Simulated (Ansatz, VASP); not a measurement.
# Be2ZnTe2O: VASP beside Ansatz

```
Be Zn Te O
1.0
     7.27944    0.00000    0.00000
    -3.63972    6.30418    0.00000
     0.00000    0.00000    4.11834
Be Zn Te O
2 1 2 1
Direct
  0.33333 0.66667 0.00000
  0.66667 0.33333 0.00000
  0.00000 0.00000 0.50000
  0.33333 0.66667 0.50000
  0.66667 0.33333 0.50000
  0.00000 0.00000 0.00000
```

Alike in both runs: functional PBE; k mesh 6 × 6 × 4; occupations gaussian, width 0.1 eV; no spin polarisation.

Ansatz relaxed the structure, and its values are those at the end. VASP's run is a single point on that final structure, the one shown.

```csv
,VASP,Ansatz
version,VASP 6.6.1,Ansatz 0.2.0
potentials or method,"VASP PAW PBE potentials, release 64 (Be, Zn, Te, O), cutoff 520 eV","scalar-relativistic, plane waves, PAW"
valence electrons in the cell,34,54
```

VASP gave:

| Item | Value |
| --- | --- |
| gap on the k mesh at the Fermi level (eV) | 0.14 |
| least direct gap on the mesh (eV) | 0.72 |
| pressure (GPa) | 0.2 |

Q: Which values does Ansatz return?

A: gap on the k mesh at the Fermi level (eV): 0.15; least direct gap on the mesh (eV): 0.73; pressure (GPa): 0.0.

VASP's potentials hold 34 valence electrons a cell and Ansatz's 54, so a difference there can come from the potentials and not from the codes.

Neither program's run includes spin-orbit coupling.
